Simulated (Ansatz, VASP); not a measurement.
## Sb: VASP beside Ansatz

```
Sb
1.0
     0.00000    1.97697    1.97697
     1.97697    0.00000    1.97697
     1.97697    1.97697    0.00000
Sb
1
Direct
  0.00000 0.00000 0.00000
```

Change from the starting cell: volume scaled by 0.6, PAW files.

Alike in both runs: task single point; functional LDA; k mesh 15 × 15 × 15; occupations fermi-dirac, width 0.1 eV; no spin polarisation.

```csv
,VASP,Ansatz
version,VASP 6.6.1,Ansatz 0.2.0
potentials or method,"VASP PAW LDA potentials, release 64 (Sb)","PAW with Ansatz's default frozen-core files, scalar-relativistic"
plane-wave cutoff (eV),500,420
valence electrons in the cell,5,15
```

Ansatz gave:

- pressure (GPa): 115.4

Problem. Estimate VASP's values.

Solution. Pressure (GPa): 119.7.

LDA's correlation is that of Perdew and Zunger in VASP and of Perdew and Wang (1992) in Ansatz. Both programs put the cell under a high pressure, so it lies far from rest at this level. VASP's potentials hold 5 valence electrons a cell and Ansatz's 15, so a difference there can come from the potentials and not from the codes.

Spin-orbit coupling is off throughout. Noted on VASP's run: the cell as given lies far from equilibrium.
